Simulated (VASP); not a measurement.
# AlO2 (P4/mmm) in VASP: notebook, part 2 of 2

VASP 6.6.1.

## Step 3: Relaxation of cell and atoms, PBE, collinear spin

Input file INCAR:

```
ALGO     = Normal         # electronic algorithm
EDIFF    = 1E-7           # SCF threshold, eV
EDIFFG   = -0.01          # ionic threshold
ENCUT    = 600            # plane-wave cutoff, eV
GGA      = PE             # functional
IBRION   = 2              # ionic algorithm
ISIF     = 3              # what is computed and relaxed
ISMEAR   = 0              # smearing method
ISPIN    = 2              # spin polarisation
KPAR     = 4            
LASPH    = True           # aspherical terms in the spheres
LCHARG   = False          # write CHGCAR
LORBIT   = 11             # projections on sites
LREAL    = False          # projectors in reciprocal space
LWAVE    = False          # write WAVECAR
MAGMOM   = 0 1.14 0       # initial moments
NELM     = 150            # most SCF steps
NSW      = 100            # ionic steps
PREC     = Accurate       # precision mode
SIGMA    = 0.1            # smearing width, eV
```

Input file KPOINTS:

```
k-points
0
Gamma
  18 18 10
```

Input file POSCAR:

```
AlO2
1.0
    2.6140061791      0.0000000000      0.0000000000
    0.0000000000      2.6140061791      0.0000000000
    0.0000000000      0.0000000000      4.6457734429
Al O
1 2
Direct
    0.5000000000      0.5000000000      0.5000000000
    0.0000000000      0.0000000000      0.0000000000
    0.0000000000      0.0000000000      0.5000000000
```

Potentials or basis: VASP PAW PBE potentials, release 64 (Al, O).

Command:

```sh
> cat potpaw_PBE.64/Al/POTCAR potpaw_PBE.64/O/POTCAR > POTCAR
> mpirun -np 4 vasp_std > vasp.out
```

OUTCAR:

```text
EDIFF = 1E-7
   EDIFFG = -0.01
   ENCUT = 600
   GGA = PE
   IBRION = 2
   ISIF = 3
   ISMEAR = 0
   ISPIN = 2
   LASPH = True
   LORBIT = 11
   LREAL = False
   NELM = 150
   NSW = 100
   PREC = Accurate

 ion  position               nearest neighbor table
   1  0.500  0.500  0.500-   3 1.85   3 1.85   3 1.85   3 1.85
   2  0.000  0.000  0.000-
   3  0.000  0.000  0.500-   1 1.85   1 1.85   1 1.85   1 1.85

  LATTYP: Found a simple tetragonal cell.
 ALAT       =     2.6140061791
 C/A-ratio  =     1.7772618443

  Lattice vectors:

 A1 = (   2.6140061791,   0.0000000000,   0.0000000000)
 A2 = (   0.0000000000,   2.6140061791,   0.0000000000)
 A3 = (   0.0000000000,   0.0000000000,   4.6457734429)

Analysis of symmetry for initial positions (statically):
=====================================================================
 Subroutine PRICEL returns:
 Original cell was already a primitive cell.

 Routine SETGRP: Setting up the symmetry group for a
 simple tetragonal supercell.

 Subroutine GETGRP returns: Found 16 space group operations
 (whereof 16 operations were pure point group operations)
 out of a pool of 16 trial point group operations.

The static configuration has the point symmetry D_4h.

Analysis of symmetry for dynamics (positions and initial velocities):
=====================================================================
 Subroutine PRICEL returns:
 Original cell was already a primitive cell.

 Routine SETGRP: Setting up the symmetry group for a
 simple tetragonal supercell.

 Subroutine GETGRP returns: Found 16 space group operations
 (whereof 16 operations were pure point group operations)
 out of a pool of 16 trial point group operations.

The dynamic configuration has the point symmetry D_4h.

Analysis of structural, dynamic, and magnetic symmetry:
=====================================================================
 Subroutine PRICEL returns:
 Original cell was already a primitive cell.

 Routine SETGRP: Setting up the symmetry group for a
[... 159 lines left out ...]

------------------------ aborting loop because EDIFF is reached ----------------------------------------

  FORCE on cell =-STRESS in cart. coord.  units (eV):
  Direction    XX          YY          ZZ          XY          YZ          ZX
  --------------------------------------------------------------------------------------
  -------------------------------------------------------------------------------------
  Total        0.5392129      0.5392129      0.2782194      0.0000000     -0.0000000      0.0000000
  in kB       27.2144546     27.2144546     14.0419261      0.0000000     -0.0000000      0.0000000
  external PRESSURE =      22.8236118 kB  Pullay stress =       0.0000000 kB
[... 135 lines left out ...]
--------------------------------------- Ionic step        5  -------------------------------------------

 number of electron      15.0000008 magnetization       1.0035867

 Free energy of the ion-electron system (eV)
  ---------------------------------------------------
  ext. energy  EPLUGINS =         0.00000000
  ---------------------------------------------------
  free energy    TOTEN  =       -15.96860005 eV

  energy without entropy =      -15.96428505  energy(sigma->0) =      -15.96644255

 E-fermi :   6.0421     XC(G=0): -10.5015

 val. band max:        6.0396459372   @ k =   0.4444   0.2222   0.3000
 cond. band min:       6.0426464739   @ k =   0.2778   0.1667   0.1000
 fundamental gap:      0.0030005367
 Fermi energy:         6.0421004586

 spin component 1

 k-point     1 :       0.0000    0.0000    0.0000
  band No.  band energies     occupation
      1     -17.7741      1.00000
      2     -11.5683      1.00000
      3      -2.6617      1.00000
      4      -1.0416      1.00000
      5      -1.0416      1.00000
      6       4.7405      1.00000
      7       5.2117      1.00000
      8       5.2117      1.00000
      9       5.7420      0.99999
     10      11.6891      0.00000
     11      11.7516      0.00000
     12      15.4787      0.00000
[... 333 lines left out ...]
      1     -16.7849      1.00000
      2     -10.9791      1.00000
      3      -4.9345      1.00000
      4      -1.5332      1.00000
      5      -1.5117      1.00000
      6       2.7512      1.00000
      7       5.0478      1.00000
      8       5.0648      1.00000
      9       9.3784      0.00000
     10       9.4302      0.00000
     11      13.4194      0.00000
     12      17.4194      0.00000

 [... further k-points ...]

 spin component 2

 k-point     1 :       0.0000    0.0000    0.0000
  band No.  band energies     occupation
      1     -17.7318      1.00000
      2      -9.9464      1.00000
      3      -2.5130      1.00000
      4      -1.0357      1.00000
      5      -1.0357      1.00000
      6       5.6108      1.00000
      7       5.8478      0.99700
      8       7.1234      0.00000
      9       7.1234      0.00000
     10      11.6243      0.00000
     11      11.7866      0.00000
     12      15.5915      0.00000
[... 375 lines left out ...]
  FREE ENERGIE OF THE ION-ELECTRON SYSTEM (eV)
  ---------------------------------------------------
  free  energy   TOTEN  =       -15.9686000487 eV

  energy  without entropy=      -15.9642850499  energy(sigma->0) =      -15.96644255

 reached required accuracy - stopping structural energy minimisation

 total charge

# of ion       s       p       d       tot
------------------------------------------
    1        0.291   0.341   0.000   0.632
    2        1.610   3.124   0.000   4.734
    3        1.562   3.644   0.000   5.205
--------------------------------------------------
tot          3.463   7.109   0.000  10.572

 magnetization (x)

# of ion       s       p       d       tot
------------------------------------------
    1       -0.012  -0.009   0.000  -0.021
    2        0.009   0.898   0.000   0.908
    3       -0.006   0.038   0.000   0.032
--------------------------------------------------
tot         -0.008   0.927   0.000   0.919
```

OSZICAR:

```text
N       E                     dE             d eps       ncg     rms          rms(c)
DAV:   1     0.582399496722E+02    0.58240E+02   -0.79587E+03 15848   0.124E+03
DAV:   2    -0.151024285883E+02   -0.73342E+02   -0.66019E+02 20316   0.233E+02
[... 51 lines left out ...]
DAV:   3    -0.159686135207E+02    0.52522E-04   -0.12780E-04 17460   0.990E-02    0.182E-02
DAV:   4    -0.159686022481E+02    0.11273E-04   -0.99040E-06 18780   0.293E-02    0.847E-03
DAV:   5    -0.159686004075E+02    0.18406E-05   -0.37857E-06 17780   0.174E-02    0.317E-03
DAV:   6    -0.159686001932E+02    0.21434E-06   -0.26678E-07 17188   0.494E-03    0.182E-03
DAV:   7    -0.159686000646E+02    0.12854E-06   -0.38236E-08  9632   0.193E-03    0.644E-04
DAV:   8    -0.159686000487E+02    0.15937E-07   -0.12226E-08  9016   0.111E-03
   5 F= -.15968600E+02 E0= -.15966443E+02  d E =-.340260E-03  mag=     1.0036
```

Run time: 7 min. Hardware: 4 MPI ranks of Oxide Virtual Turin-like, shared host; peak memory 0.33 GiB.

Results:

```
Free energy                                           : -15.9686 eV
Relaxed volume                                        : 10.77 Å³/atom
Relaxed cell                                          : a = 2.627 Å, b = 2.627 Å, c = 4.679 Å, α = 90.00°, β = 90.00°, γ = 90.00°
Space group after relaxing (to 0.1 Å)                 : P4/mmm (No. 123)
Energy gained by relaxing                             : 1.2 meV/atom
Ionic steps                                           : 5
Pressure after relaxing                               : 0.0 GPa
Band gap on the k mesh                                : zero (filled and empty bands overlap)
Net moment                                            : 1.00 μB per cell
Site moments                                          : Al -0.02; O +0.91, +0.03 μB
Valence electrons inside the program's atomic spheres : Al 0.63; O 4.73, 5.21
```

Step by step:
```tsv
step	energy change (eV)	largest force (eV/Å)	pressure (GPa)	volume (Å³)
1	0.0000	0.0000	2.28	31.74
2	-0.0024	0.0000	-1.01	32.44
3	-0.0034	0.0000	0.12	32.19
4	-0.0037	0.0000	0.05	32.25
5	-0.0037	0.0000	0.00	32.30
```

Final structure:
```
Al O
1.0
     2.62740    0.00000    0.00000
     0.00000    2.62740    0.00000
     0.00000    0.00000    4.67910
Al O
1 2
Direct
  0.50000 0.50000 0.50000
  0.00000 0.00000 0.00000
  0.00000 0.00000 0.50000
```

The gap in the log of VASP goes by the Fermi energy; the results here count the filled bands.